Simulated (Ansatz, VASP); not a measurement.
Sr2NbN2O2: VASP beside Ansatz

```xyz
7
Lattice="-2.0179 2.0179 6.4599 2.0179 -2.0179 6.4599 2.0179 2.0179 -6.4599" Properties=species:S:1:pos:R:3 pbc="T T T"
Nb    0.0000    0.0000    0.0000
Sr    0.0000    0.0000    8.3762
Sr    0.0000    0.0000    4.5436
O     0.0000    0.0000   10.8220
O     0.0000    0.0000    2.0977
N     2.0179    0.0000    0.0000
N     0.0000    2.0179    0.0000
```

Alike in both runs: task single point; functional PBE; k mesh 9 × 9 × 9; occupations fermi-dirac, width 0.05 eV; no spin polarisation.

|  | VASP | Ansatz |
| --- | --- | --- |
| version | VASP 6.6.1 | Ansatz 0.2.0 |
| potentials or method | VASP PAW PBE potentials, release 64 (Nb_sv, Sr_sv, O, N) | Ansatz PAW |
| plane-wave cutoff (eV) | 520 | 420 |
| valence electrons in the cell | 55 | 55 |

Ansatz gave:

| Item | Value |
| --- | --- |
| gap on the k mesh at the Fermi level (eV) | none |
| pressure (GPa) | 0.9 |
| traceless stress, the component that is largest in VASP (GPa) | -0.46 |
| rms of the force components (eV/Å) | 0.057 |

Q: What did VASP give for the same quantities?

A: gap on the k mesh at the Fermi level (eV): none; pressure (GPa): 1.1; traceless stress, the component that is largest in VASP (GPa): -0.23; rms of the force components (eV/Å): 0.067.

Atom by atom the forces differ by 0.012 eV/Å (rms over components). A gap of «none» marks a metal or a gap that the smearing closes.
